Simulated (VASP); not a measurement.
# Ti (P6_3/mmc) in VASP: vibrations by perturbation theory with PBE

Aim: the vibrations by perturbation theory of Ti with PBE.

All numbers are computed with VASP 6.6.1; they aren't measurements. Logs are shortened: lines on timing, memory, paths and dates and some standing lists are left out, and cuts for length are marked.

**1. The cell of the first run**

The structure is hexagonal, space group P6_3/mmc (No. 194). The conventional cell has a = 2.940 Å, b = 2.940 Å, c = 4.650 Å, α = 90.00°, β = 90.00°, γ = 120.00°. Ti (site symmetry -6m2) has 12 Ti at 2.88 to 2.94 Å within 3.8 Å.

**2. Vibrations by perturbation theory, PBE**

INCAR

```
PREC = Accurate
ENCUT = 500
EDIFF = 1E-8
ISMEAR = -1
SIGMA = 0.05
LREAL = False
LASPH = True
NELM = 120
ALGO = Normal
ISIF = 2
LWAVE = False
LCHARG = False
GGA = PE
NBANDS = 19
IBRION = 8
NSW = 1
GGA_COMPAT = False
```

KPOINTS

```
Automatic mesh
0
Gamma
  6 6 4
```

POSCAR

```
Ti
1.0
    2.9400000000      0.0000000000      0.0000000000
   -1.4700000000      2.5461146871      0.0000000000
    0.0000000000      0.0000000000      4.6500000000
Ti
2
Direct
    0.3333333333      0.6666666667      0.2500000000
    0.6666666667      0.3333333333      0.7500000000
```

Potentials or basis: VASP PAW PBE potentials, release 64 (Ti_sv).

Run with:

```
$ cat potpaw_PBE.64/Ti_sv/POTCAR > POTCAR
$ mpirun -np 1 vasp_std > vasp.out
```

OUTCAR:

```text
PREC = Accurate
   ENCUT = 500
   EDIFF = 1E-8
   ISMEAR = -1
   LREAL = False
   LASPH = True
   NELM = 120
   ISIF = 2
   GGA = PE
   IBRION = 8
   NSW = 1

 ion  position               nearest neighbor table
   1  0.333  0.667  0.250-   2 2.88   2 2.88   2 2.88   2 2.88   2 2.88   2 2.88
   2  0.667  0.333  0.750-   1 2.88   1 2.88   1 2.88   1 2.88   1 2.88   1 2.88

  LATTYP: Found a hexagonal cell.
 ALAT       =     2.9400000000
 C/A-ratio  =     1.5816326531

  Lattice vectors:

 A1 = (   2.9400000000,   0.0000000000,   0.0000000000)
 A2 = (  -1.4700000000,   2.5461146871,   0.0000000000)
 A3 = (   0.0000000000,   0.0000000000,   4.6500000000)

Analysis of symmetry for initial positions (statically):
=====================================================================
 Subroutine PRICEL returns:
 Original cell was already a primitive cell.

 Routine SETGRP: Setting up the symmetry group for a
 hexagonal supercell.

 Subroutine GETGRP returns: Found 24 space group operations
 (whereof 12 operations were pure point group operations)
 out of a pool of 24 trial point group operations.

The static configuration has the point symmetry D_3d.
 The point group associated with its full space group is D_6h.

Analysis of symmetry for dynamics (positions and initial velocities):
=====================================================================
 Subroutine PRICEL returns:
 Original cell was already a primitive cell.

 Routine SETGRP: Setting up the symmetry group for a
 hexagonal supercell.

 Subroutine GETGRP returns: Found 24 space group operations
 (whereof 12 operations were pure point group operations)
 out of a pool of 24 trial point group operations.

The dynamic configuration has the point symmetry D_3d.
 The point group associated with its full space group is D_6h.

 Subroutine INISYM returns: Found 24 space group operations
 (whereof 12 operations are pure point group operations),
 and found     1 'primitive' translations

----------------------------------------------------------------------------------------

                                     Primitive cell

  volume of cell :      34.8079

  direct lattice vectors                    reciprocal lattice vectors
     2.940000000  0.000000000  0.000000000     0.340136054  0.196377643  0.000000000
    -1.470000000  2.546114687  0.000000000     0.000000000  0.392755285  0.000000000
     0.000000000  0.000000000  4.650000000     0.000000000  0.000000000  0.215053763

  length of vectors
     2.940000000  2.940000000  4.650000000     0.392755285  0.392755285  0.215053763

  position of ions in fractional coordinates (direct lattice)
     0.333333333  0.666666667  0.250000000
     0.666666667  0.333333333  0.750000000

  ion indices of the primitive-cell ions
   primitive index   ion index
                 1           1
                 2           2

----------------------------------------------------------------------------------------

 KPOINTS: Automatic mesh

Automatic generation of k-mesh.
 Grid dimensions read from file:
 generate k-points for:    6    6    4

 Generating k-lattice:

  Cartesian coordinates                     Fractional coordinates (reciprocal lattice)
     0.056689342  0.032729607  0.000000000     0.166666667  0.000000000  0.000000000
     0.000000000  0.065459214  0.000000000     0.000000000  0.166666667  0.000000000
     0.000000000  0.000000000  0.053763441     0.000000000  0.000000000  0.250000000

  Length of vectors
     0.065459214  0.065459214  0.053763441
[... 75 lines left out ...]
   GGA     = PE    functional components
   LHFCALC =     F    Hartree Fock is set to
   AEXX    =    0.0000 exact exchange contribution
   IVDW    =     0    specifies the selected vdW correction
   LEPSILON=     F    determine dielectric tensor
   LRPA    =     F    only Hartree local field effects (RPA)
 non-spin polarized calculation
  energy-cutoff  :      500.00
  volume of cell :       34.81
 maximum number of plane-waves:       911
 NGX is ok and might be reduce to    24
   NGX = 11   NGY = 11   NGZ = 17

--------------------------------------- Ionic step        1  -------------------------------------------

 number of electron      24.0000002 magnetization

 Free energy of the ion-electron system (eV)
  ---------------------------------------------------
  ext. energy  EPLUGINS =         0.00000000
  ---------------------------------------------------
  free energy    TOTEN  =       -15.66760113 eV

  energy without entropy =      -15.64074299  energy(sigma->0) =      -15.65417206

 E-fermi :   8.3757     XC(G=0): -11.4868

 val. band max:        8.3411970282   @ k =   0.3333   0.3333   0.2500
 cond. band min:       8.3999157874   @ k =   0.1667   0.0000   0.2500
 fundamental gap:      0.0587187592
 Fermi energy:         8.3756794502

 k-point     1 :       0.0000    0.0000    0.0000
  band No.  band energies     occupation
      1     -48.5393      2.00000
      2     -48.4031      2.00000
      3     -25.1239      2.00000
      4     -24.4893      2.00000
      5     -24.4893      2.00000
      6     -24.4181      2.00000
[... 451 lines left out ...]
     18      11.4640      0.00000
     19      15.0464      0.00000

------------------------ aborting loop because EDIFF is reached ----------------------------------------

  FORCE on cell =-STRESS in cart. coord.  units (eV):
  Direction    XX          YY          ZZ          XY          YZ          ZX
  --------------------------------------------------------------------------------------
  -------------------------------------------------------------------------------------
  Total       -0.1530782     -0.1530782      0.0736732      0.0000000     -0.0000000      0.0000000
  in kB       -7.0460506     -7.0460506      3.3911103      0.0000000     -0.0000000      0.0000000
  external PRESSURE =      -3.5669969 kB  Pullay stress =       0.0000000 kB

 VOLUME and BASIS-vectors are now :
 -----------------------------------------------------------------------------
  energy-cutoff  :      500.00
  volume of cell :       34.81
      direct lattice vectors                 reciprocal lattice vectors
     2.940000000  0.000000000  0.000000000     0.340136054  0.196377643  0.000000000
    -1.470000000  2.546114687  0.000000000     0.000000000  0.392755285  0.000000000
     0.000000000  0.000000000  4.650000000     0.000000000  0.000000000  0.215053763

 POSITION                                       TOTAL-FORCE (eV/Angst)
 -----------------------------------------------------------------------------------
     -0.00000      1.69741      1.16250         0.000000      0.000000      0.000000
      1.47000      0.84870      3.48750        -0.000000     -0.000000      0.000000
 -----------------------------------------------------------------------------------
    total drift:                               -0.000000      0.000000     -0.000000

  FREE ENERGIE OF THE ION-ELECTRON SYSTEM (eV)
  ---------------------------------------------------
  free  energy   TOTEN  =       -15.6676011300 eV

  energy  without entropy=      -15.6407429938  energy(sigma->0) =      -15.65417206

[... ionic steps 2 to 3 ...]

--------------------------------------- Ionic step        4  -------------------------------------------

------------------------ aborting loop because EDIFF is reached ----------------------------------------

[... ionic steps 5 to 5 ...]

--------------------------------------- Ionic step        6  -------------------------------------------

 Free energy of the ion-electron system (eV)
  ---------------------------------------------------
  ---------------------------------------------------
  free energy    TOTEN  =        -0.65879021 eV

  energy without entropy =       -0.65879022

------------------------ aborting loop because EDIFF is reached ----------------------------------------

 INTERNAL STRAIN TENSOR  FOR ION    1  DIRECTION 3   (eV/Angst):
 -----------------------------------------------------------------------------
    -0.06507  0.00000  0.00000
    -0.00000 -0.06507  0.00000
     0.00000  0.00000  0.12498

 INTERNAL STRAIN TENSOR FOR ION    2 for displacements in x,y,z  (eV/Angst):
          X           Y           Z          XY          YZ          ZX
  --------------------------------------------------------------------------------
  x     0.00000     0.00000     0.00000     2.70511     0.00000     0.00000
  y     2.70511    -2.70511     0.00000     0.00000     0.00000     0.00000
  z     0.00000     0.00000     0.00000     0.00000     0.00000     0.00000

 SECOND DERIVATIVES (NOT SYMMETRIZED)
 ------------------------------------
               1X          1Y          1Z          2X          2Y          2Z
  1X    -1.252061    0.000000    0.000000    1.252061    0.000000    0.000000
  1Y    -0.000000   -1.252061    0.000000    0.000000    1.252061    0.000000
  1Z    -0.000000    0.000000   -3.592403    0.000000    0.000000    3.592403
  2X     1.252061    0.000000    0.000000   -1.252061    0.000000    0.000000
  2Y     0.000000    1.252061    0.000000   -0.000000   -1.252061    0.000000
  2Z     0.000000    0.000000    3.592403   -0.000000    0.000000   -3.592403

 Eigenvectors and eigenvalues of the dynamical matrix
 ----------------------------------------------------

   1 f  =    6.055935 THz    38.050559 2PiTHz  202.004235 cm-1    25.045322 meV
             X         Y         Z           dx          dy          dz
     -0.000000  1.697410  1.162500    -0.000000    0.000000   -0.707107
      1.470000  0.848705  3.487500     0.000000    0.000000    0.707107
[... 16 lines left out ...]
   5 f  =    0.000000 THz     0.000000 2PiTHz    0.000000 cm-1     0.000000 meV
             X         Y         Z           dx          dy          dz
     -0.000000  1.697410  1.162500     0.000000    0.000000    0.707107
      1.470000  0.848705  3.487500    -0.000000    0.000000    0.707107

   6 f/i=    0.000000 THz     0.000000 2PiTHz    0.000002 cm-1     0.000000 meV
             X         Y         Z           dx          dy          dz
     -0.000000  1.697410  1.162500    -0.489590   -0.510198   -0.000000
      1.470000  0.848705  3.487500    -0.489590   -0.510198    0.000000

--------------------------------------------------------------------------------------------------------

 ELASTIC MODULI CONTR FROM IONIC RELAXATION (kBar)
 Direction    XX          YY          ZZ          XY          YZ          ZX
 --------------------------------------------------------------------------------
 XX        -269.0145    269.0145      0.0000      0.0000      0.0000      0.0000
 YY         269.0145   -269.0145      0.0000     -0.0000      0.0000      0.0000
 ZZ           0.0000      0.0000      0.0000      0.0000      0.0000      0.0000
 XY           0.0000     -0.0000      0.0000   -269.0145      0.0000      0.0000
 YZ           0.0000      0.0000      0.0000      0.0000      0.0000      0.0000
 ZX           0.0000      0.0000      0.0000      0.0000      0.0000      0.0000
 --------------------------------------------------------------------------------
```

Run time: 91 s. Hardware: 1 thread of Intel Xeon 6975P-C (Granite Rapids), shared host; peak memory 0.21 GiB.

Results:

```yaml
Highest_phonon_frequency_at_Γ: 202 cm⁻¹
```

Phonon frequencies in cm⁻¹ (negative: imaginary):
| q point | frequencies |
| --- | --- |
| (0.000, 0.000, 0.000) | 0 0 0 119 119 202 |

Caveat: the k points lie up to 0.41 Å⁻¹ apart.
